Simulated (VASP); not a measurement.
BaS:

```
Ba S
1.0
     0.00000    3.26125    3.26125
     3.26125    0.00000    3.26125
     3.26125    3.26125    0.00000
Ba S
1 1
Direct
  0.00000 0.00000 0.00000
  0.50000 0.50000 0.50000
```

* Program: VASP 6.6.1
* Task: relaxation of cell and atoms
* Functional: PBE
* Potentials or basis: VASP PAW PBE potentials, release 64 (Ba_sv, S)
* Cutoff: 600 eV
* k mesh: 6 × 6 × 6
* Occupations: fermi-dirac, width 0.02 eV
* Spin: no spin polarisation

At the start: pressure -1.2 GPa; volume 34.69 Å³/atom.

Q: How do energy, volume and symmetry change on relaxing?

A: Over 3 steps the energy falls by 3.9 meV/atom and the volume is 33.65 Å³/atom (-3.0 %); space group Fm-3m (No. 225, to 0.05 Å).

The path:
```tsv
step	energy change (eV)	largest force (eV/Å)	pressure (GPa)	volume (Å³)
1	0.0000	0.0000	-1.17	69.37
2	-0.0074	0.0000	0.28	66.86
3	-0.0078	0.0000	0.00	67.30
```

Final structure:
```cif
data_structure
_symmetry_space_group_name_H-M 'P 1'
_symmetry_Int_Tables_number 1
_cell_length_a 4.5657
_cell_length_b 4.5657
_cell_length_c 4.5657
_cell_angle_alpha 60.000
_cell_angle_beta 60.000
_cell_angle_gamma 60.000
_cell_volume 67.30
loop_
_atom_site_label
_atom_site_type_symbol
_atom_site_fract_x
_atom_site_fract_y
_atom_site_fract_z
_atom_site_occupancy
Ba1 Ba 0.00000 0.00000 0.00000 1
S1 S 0.50000 0.50000 0.50000 1
```
